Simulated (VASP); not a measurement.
Set up this calculation in VASP 6.6.1, as the native input.

- Task: single point
- Functional: HSE06
- Potentials or basis: VASP PAW PBE potentials, release 64 (Mg, O)
- Cutoff: 520 eV
- k mesh: 8 × 8 × 8
- Occupations: gaussian, width 0.01 eV
- Spin: no spin polarisation
- Dipole correction: no
- Grid for exact exchange (PRECFOCK): Normal
- Further INCAR settings: ALGO = Normal; EDIFF = 1e-06; NBANDS = 11
- Share of exact exchange: 0.25
- Screening parameter: 0.2079 1/Å

MgO:

```
CELL_PARAMETERS angstrom
0.00000 2.10748 2.10748
2.10748 0.00000 2.10748
2.10748 2.10748 0.00000
ATOMIC_POSITIONS crystal
Mg 0.00000 0.00000 0.00000
O 0.50000 0.50000 0.50000
```

The input as run:

POSCAR

```
MgO
1.0
    0.0000000000      2.1074818670      2.1074818670
    2.1074818670      0.0000000000      2.1074818670
    2.1074818670      2.1074818670      0.0000000000
Mg O
1 1
Direct
    1.0000000000      0.0000000000      0.0000000000
    0.5000000000      0.5000000000      0.5000000000
```

INCAR.step1

```
ALGO = Normal
EDIFF = 1E-5
ENCUT = 520
GGA = PE
ISIF = 2
ISMEAR = 0
LASPH = True
LCHARG = False
LREAL = False
LWAVE = True
NBANDS = 11
NELM = 100
PREC = Accurate
SIGMA = 0.01
```

INCAR.step2

```
ALGO = Normal
EDIFF = 1E-6
ENCUT = 520
GGA = PE
HFSCREEN = 0.2079
ISIF = 2
ISMEAR = 0
ISTART = 1
LASPH = True
LCHARG = False
LHFCALC = True
LREAL = False
LWAVE = False
NBANDS = 11
NELM = 100
PREC = Accurate
PRECFOCK = Normal
SIGMA = 0.01
```

KPOINTS

```
k-points
0
Gamma
  8 8 8
```

Potentials or basis: VASP PAW PBE potentials, release 64 (Mg, O).

Command:

```sh
$ cat potpaw_PBE.64/Mg/POTCAR potpaw_PBE.64/O/POTCAR > POTCAR
$ cp INCAR.step1 INCAR
$ mpirun -np 1 vasp_std > vasp.out
$ cp INCAR.step2 INCAR
$ mpirun -np 1 vasp_std > vasp.out
```

It gave:

```json
{
 "Pressure": "-1.9 GPa",
 "Band gap on the k mesh": "6.42 eV"
}
```

Caveat: the PAW data sets were made with another functional, which shifts forces and pressure a little.

Run time: 37 min on 1 thread of Oxide Virtual Turin-like Processor, on a shared host, peak memory 0.23 GiB.
